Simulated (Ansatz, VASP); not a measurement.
# Ta: VASP beside Ansatz

```
Ta
1.0
     2.56139    0.00000    0.00000
    -1.28069    2.21823    0.00000
     0.00000    0.00000    4.46803
Ta
2
Direct
  0.33333 0.66667 0.25000
  0.66667 0.33333 0.75000
```

Change from the starting cell: volume scaled by 0.7, LAPW.

Alike in both runs: task single point; functional PBEsol; k mesh 17 × 17 × 9; occupations fermi-dirac, width 0.1 eV; no spin polarisation.

|  | VASP | Ansatz |
| --- | --- | --- |
| version | VASP 6.6.1 | Ansatz 0.2.0 |
| potentials or method | VASP PAW PBE potentials, release 64 (Ta_pv), cutoff 520 eV | all-electron LAPW, scalar-relativistic |

|  | VASP | Ansatz | Ansatz less VASP |
| --- | --- | --- | --- |
| pressure (GPa) | 138.6 | 134.4 | -4.23 |
| traceless stress, the component that is largest in VASP (GPa) | -0.12 | 0.31 | +0.432 |

VASP's potentials were made for PBE, not for PBEsol. Both programs put the cell under a high pressure, so it lies far from rest at this level. Ansatz ran all-electron here, and VASP with PAW potentials.

Spin-orbit coupling is off throughout. Noted on VASP's run: the cell as given lies far from equilibrium.
